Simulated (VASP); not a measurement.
Re:

```
Re
1.0
     2.74227    0.00000    0.00000
    -1.37114    2.37488    0.00000
     0.00000    0.00000    4.42828
Re
2
Direct
  0.66667 0.33333 0.75000
  0.33333 0.66667 0.25000
```

Base run:

```yaml
Program: VASP 6.6.1
Functional: BLYP
Dispersion: D3(BJ)
Potentials_or_basis: VASP PAW PBE potentials, release 64 (Re)
Cutoff: 520 eV
k_mesh: 11 × 11 × 6
Occupations: fermi-dirac, width 0.05 eV
Spin: no spin polarisation
```

Its results: band gap on the k mesh zero (band 7 reaches 10.41 eV, above the bottom of band 8 at 6.94 eV); pressure 12.1 GPa.

Q: The run is repeated on the same cell with these changes: functional from BLYP to PBE; further incar settings from ALGO = Fast; EDIFF = 1e-06; NBANDS = 14 to ALGO = Normal; EDIFF = 1e-06; NBANDS = 14. What comes out?

A: Band gap on the k mesh zero (band 7 reaches 9.55 eV, above the bottom of band 8 at 6.37 eV); pressure 6.3 GPa.

Caveats: spin-orbit coupling is left out, which moves the levels of the heavy elements; pairwise dispersion overbinds metals, which lowers pressure and volume; the PAW data sets were made with another functional, which shifts forces and pressure a little (some runs).
